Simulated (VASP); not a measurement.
# BAs (F-43m) in VASP: a series of runs, part 2 of 2

VASP 6.6.1. Earlier steps stand in the parts before.

**4. Single point, r2SCAN**

Contents of POSCAR:

```
BAs
1.0
    0.0000000000      2.3918700258      2.3918700258
    2.3918700258      0.0000000000      2.3918700258
    2.3918700258      2.3918700258      0.0000000000
B As
1 1
Direct
    0.0000000000      0.0000000000      0.0000000000
    0.2500000000      0.2500000000      0.2500000000
```

Contents of INCAR.step1:

```
SYSTEM = BAs
PREC = Accurate ; ENCUT = 520
ISMEAR = 0 ; SIGMA = 0.01
LREAL = .FALSE. ; LASPH = .TRUE.
NELM = 100 ; NBANDS = 11
GGA = PE ; ALGO = Normal
EDIFF = 1E-4 ; LWAVE = .TRUE.
LCHARG = .FALSE.
```

Contents of INCAR.step2:

```
SYSTEM = BAs
PREC = Accurate ; ENCUT = 520
EDIFF = 1E-6 ; ISMEAR = 0
SIGMA = 0.01 ; LREAL = .FALSE.
LASPH = .TRUE. ; NELM = 100
ALGO = Normal ; ISIF = 2
LWAVE = .FALSE. ; LCHARG = .TRUE.
METAGGA = R2SCAN ; LMIXTAU = .TRUE.
LELF = .TRUE. ; LVHAR = .TRUE.
NBANDS = 11 ; ISTART = 1
```

Contents of KPOINTS:

```
regular mesh
0
G
  10 10 10
  0 0 0
```

Potentials or basis: VASP PAW PBE potentials, release 64 (B, As).

Command:

```bash
$ cat potpaw_PBE.64/B/POTCAR potpaw_PBE.64/As/POTCAR > POTCAR
$ cp INCAR.step1 INCAR
$ mpirun -np 1 vasp_std > vasp.out
$ cp INCAR.step2 INCAR
$ mpirun -np 1 vasp_std > vasp.out
```

OUTCAR:

```text
SYSTEM = BAs
   PREC = Accurate
   ENCUT = 520
   EDIFF = 1E-6
   ISMEAR = 0
   LREAL = .FALSE.
   LASPH = .TRUE.
   NELM = 100
   ISIF = 2
   METAGGA = R2SCAN
   ISTART = 1

 ion  position               nearest neighbor table
   1  0.000  0.000  0.000-   2 2.07   2 2.07   2 2.07   2 2.07
   2  0.250  0.250  0.250-   1 2.07   1 2.07   1 2.07   1 2.07

  LATTYP: Found a face centered cubic cell.
 ALAT       =     4.7837400516

  Lattice vectors:

 A1 = (   0.0000000000,   2.3918700258,   2.3918700258)
 A2 = (   2.3918700258,   0.0000000000,   2.3918700258)
 A3 = (   2.3918700258,   2.3918700258,   0.0000000000)

Analysis of symmetry for initial positions (statically):
=====================================================================
 Subroutine PRICEL returns:
 Original cell was already a primitive cell.

 Routine SETGRP: Setting up the symmetry group for a
 face centered cubic supercell.

 Subroutine GETGRP returns: Found 24 space group operations
 (whereof 24 operations were pure point group operations)
 out of a pool of 48 trial point group operations.

The static configuration has the point symmetry T_d .

Analysis of symmetry for dynamics (positions and initial velocities):
=====================================================================
 Subroutine PRICEL returns:
 Original cell was already a primitive cell.

 Routine SETGRP: Setting up the symmetry group for a
 face centered cubic supercell.

 Subroutine GETGRP returns: Found 24 space group operations
 (whereof 24 operations were pure point group operations)
 out of a pool of 48 trial point group operations.

The dynamic configuration has the point symmetry T_d .

 Subroutine INISYM returns: Found 24 space group operations
 (whereof 24 operations are pure point group operations),
 and found     1 'primitive' translations

----------------------------------------------------------------------------------------

                                     Primitive cell

  volume of cell :      27.3680

  direct lattice vectors                    reciprocal lattice vectors
     0.000000000  2.391870026  2.391870026    -0.209041459  0.209041459  0.209041459
     2.391870026  0.000000000  2.391870026     0.209041459 -0.209041459  0.209041459
     2.391870026  2.391870026  0.000000000     0.209041459  0.209041459 -0.209041459

  length of vectors
     3.382615030  3.382615030  3.382615030     0.362070428  0.362070428  0.362070428

  position of ions in fractional coordinates (direct lattice)
     0.000000000  0.000000000  0.000000000
     0.250000000  0.250000000  0.250000000

  ion indices of the primitive-cell ions
   primitive index   ion index
                 1           1
                 2           2

----------------------------------------------------------------------------------------

 KPOINTS: regular mesh

Automatic generation of k-mesh.
 Grid dimensions read from file:
 generate k-points for:   10   10   10

 Generating k-lattice:

  Cartesian coordinates                     Fractional coordinates (reciprocal lattice)
    -0.020904146  0.020904146  0.020904146     0.100000000  0.000000000  0.000000000
     0.020904146 -0.020904146  0.020904146     0.000000000  0.100000000  0.000000000
     0.020904146  0.020904146 -0.020904146     0.000000000  0.000000000  0.100000000

  Length of vectors
     0.036207043  0.036207043  0.036207043

  Shift w.r.t. Gamma in fractional coordinates (k-lattice)
     0.000000000  0.000000000  0.000000000

 Subroutine IBZKPT returns following result:
 ===========================================

 Found     47 irreducible k-points:

 Following reciprocal coordinates:
            Coordinates               Weight
  0.000000  0.000000  0.000000      1.000000
  0.100000  0.000000  0.000000      8.000000
  0.200000  0.000000  0.000000      8.000000
  0.300000  0.000000  0.000000      8.000000
  0.400000  0.000000  0.000000      8.000000
  0.500000  0.000000  0.000000      4.000000
[... 16 lines left out ...]
  0.300000  0.300000  0.000000      6.000000
  0.400000  0.300000  0.000000     24.000000
 [... further k-points ...]
   k-points           NKPTS =     47   k-points in BZ     NKDIM =     47   number of bands    NBANDS=     11
   number of dos      NEDOS =    301   number of ions     NIONS =      2
   total plane-waves  NPLWV =  21952
   dimension x,y,z NGX =    28 NGY =   28 NGZ =   28
   dimension x,y,z NGXF=    56 NGYF=   56 NGZF=   56
   ions per type =               1   1
   NGX,Y,Z   is equivalent  to a cutoff of  13.76, 13.76, 13.76 a.u.
   NGXF,Y,Z  is equivalent  to a cutoff of  27.52, 27.52, 27.52 a.u.
 SYSTEM =  BAs
   PREC   = accura    normal or accurate (medium, high low for compatibility)
   ISTART =      1    job   : 0-new  1-cont  2-samecut
   ICHARG =      0    charge: 1-file 2-atom 10-const
   ISPIN  =      1    spin polarized calculation?
   LNONCOLLINEAR =      F non collinear calculations
   LSORBIT =      F    spin-orbit coupling
   LASPH  =      T    aspherical Exc in radial PAW
   ENCUT  =  520.0 eV  38.22 Ry    6.18 a.u.   6.29  6.29  6.29*2*pi/ulx,y,z
   NELM   =    100;   NELMIN=  2; NELMDL=  0     # of ELM steps
   EDIFF  = 0.1E-05   stopping-criterion for ELM
   LREAL  =      F    real-space projection
   EDIFFG = 0.1E-04   stopping-criterion for IOM
   NSW    =      0    number of steps for IOM
   IBRION =     -1    ionic relax: 0-MD 1-quasi-New 2-CG
   NFREE  =      0    steps in history (QN), initial steepest desc. (CG)
   ISIF   =      2    stress and relaxation
   ISYM   =      2    0-nonsym 1-usesym 2-fastsym
   POTIM  = 0.5000    time-step for ionic-motion
   TEBEG  =    0.0;   TEEND  =   0.0 temperature during run
   PSTRESS=    0.0 pullay stress
   NELECT =       8.0000    total number of electrons
   NUPDOWN=      -1.0000    fix difference up-down
   EMIN   =  10.00;   EMAX   =-10.00  energy-range for DOS
   EFERMI =   0.00;   METHOD = LEGACY
   ISMEAR =     0;   SIGMA  =   0.01  broadening in eV -4-tet -1-fermi 0-gaus
   EFERMI_NEDOS =   21; number of points for ismear=-14 and -15
   IALGO  =     38    algorithm
   IMIX   =      4    mixing-type and parameters
     AMIX     =   0.40;   BMIX     =  1.00
     AMIX_MAG =   1.60;   BMIX_MAG =  1.00
  volume/ion in A,a.u.               =      13.68        92.34
  Fermi-wavevector in a.u.,A,eV,Ry     =   1.086485  2.053160 16.061006  1.180451
  Thomas-Fermi vector in A             =   2.222623
   LORBIT       =      0    0 simple, 1 ext, 2 COOP (PROOUT), +10 PAW based schemes
   METAGGA = R2SCAN    functional components
   LHFCALC =     F    Hartree Fock is set to
   AEXX    =    0.0000 exact exchange contribution
   IVDW    =     0    specifies the selected vdW correction
   LEPSILON=     F    determine dielectric tensor
   LRPA    =     F    only Hartree local field effects (RPA)
 non-spin polarized calculation
 Gauss-broadening in eV      SIGMA  =   0.01
  energy-cutoff  :      520.00
  volume of cell :       27.37
 maximum number of plane-waves:       754
 NGX is ok and might be reduce to    28
   NGX = 13   NGY = 13   NGZ = 13

 number of electron       8.0000000 magnetization

 Free energy of the ion-electron system (eV)
  ---------------------------------------------------
  ext. energy  EPLUGINS =         0.00000000
  ---------------------------------------------------
  free energy    TOTEN  =       -22.25610657 eV

  energy without entropy =      -22.25610657  energy(sigma->0) =      -22.25610657

 E-fermi :   6.0859     XC(G=0): -11.1142

 val. band max:        5.9765191620   @ k =   0.0000   0.0000   0.0000
 cond. band min:       7.3512034535   @ k =   0.4000   0.4000   0.0000
 fundamental gap:      1.3746842915
 Fermi energy:         6.0859212850

 k-point     1 :       0.0000    0.0000    0.0000
  band No.  band energies     occupation
      1     -10.1416      2.00000
      2       5.9765      2.00000
      3       5.9765      2.00000
      4       5.9765      2.00000
      5       9.4172      0.00000
      6       9.4172      0.00000
      7       9.4172      0.00000
      8      11.0723      0.00000
      9      16.3323      0.00000
     10      19.4007      0.00000
     11      19.4007      0.00000
[... 309 lines left out ...]
 k-point    24 :       0.4000    0.3000    0.0000
  band No.  band energies     occupation
      1      -7.3657      2.00000
      2      -0.8418      2.00000
      3       1.8105      2.00000
      4       2.3073      2.00000
      5       7.8850      0.00000
      6       9.6851      0.00000
      7      15.3615      0.00000
      8      15.5934      0.00000
      9      18.8923      0.00000
     10      22.5327      0.00000
     11      22.6952      0.00000

 [... further k-points ...]
[... 5 lines left out ...]
  --------------------------------------------------------------------------------------
  -------------------------------------------------------------------------------------
  Total        0.0434690      0.0434690      0.0434690      0.0000000      0.0000000      0.0000000
  in kB        2.5447653      2.5447653      2.5447653      0.0000000      0.0000000      0.0000000
  external PRESSURE =       2.5447653 kB  Pullay stress =       0.0000000 kB

 VOLUME and BASIS-vectors are now :
 -----------------------------------------------------------------------------
  energy-cutoff  :      520.00
  volume of cell :       27.37
      direct lattice vectors                 reciprocal lattice vectors
     0.000000000  2.391870026  2.391870026    -0.209041459  0.209041459  0.209041459
     2.391870026  0.000000000  2.391870026     0.209041459 -0.209041459  0.209041459
     2.391870026  2.391870026  0.000000000     0.209041459  0.209041459 -0.209041459

 POSITION                                       TOTAL-FORCE (eV/Angst)
 -----------------------------------------------------------------------------------
      0.00000      0.00000      0.00000        -0.000000     -0.000000     -0.000000
      1.19594      1.19594      1.19594         0.000000      0.000000      0.000000
 -----------------------------------------------------------------------------------
    total drift:                               -0.000000     -0.000000     -0.000000

  FREE ENERGIE OF THE ION-ELECTRON SYSTEM (eV)
  ---------------------------------------------------
  free  energy   TOTEN  =       -22.2561065736 eV

  energy  without entropy=      -22.2561065736  energy(sigma->0) =      -22.25610657
```

Run time: 32 s. Hardware: 1 thread of Intel Xeon 6975P-C (Granite Rapids), shared host; peak memory 0.17 GiB.

What came out:

| Item | Value |
| --- | --- |
| Free energy | -22.2561 eV |
| Pressure | 0.3 GPa |
| Band gap on the k mesh | 1.37 eV, indirect (least direct gap 3.44 eV) |

Caveat: the PAW data sets were made with another functional, which shifts forces and pressure a little. A k mesh can miss the band edges.

**5. Summary**

```csv
level,potentials or basis,k mesh,smearing,gap on the mesh (eV),pressure (GPa)
LDA,"VASP PAW LDA potentials, release 64 (B, As)",10 × 10 × 10,gaussian 0.01 eV,1.13,-3.7
r2SCAN,"VASP PAW PBE potentials, release 64 (B, As)",8 × 8 × 8,fermi-dirac 0.02 eV,1.39,0.3
r2SCAN,"VASP PAW PBE potentials, release 64 (B, As)",10 × 10 × 10,gaussian 0.01 eV,1.37,0.3
```

Alike in all rows: task single point; no spin polarisation; cell a = 3.383 Å, angles 60.0°, 2 atoms; cutoff (eV) 520.

Caveats: the PAW data sets were made with another functional, which shifts forces and pressure a little (some runs).

Absolute energies hang on the potentials; compare differences alone.
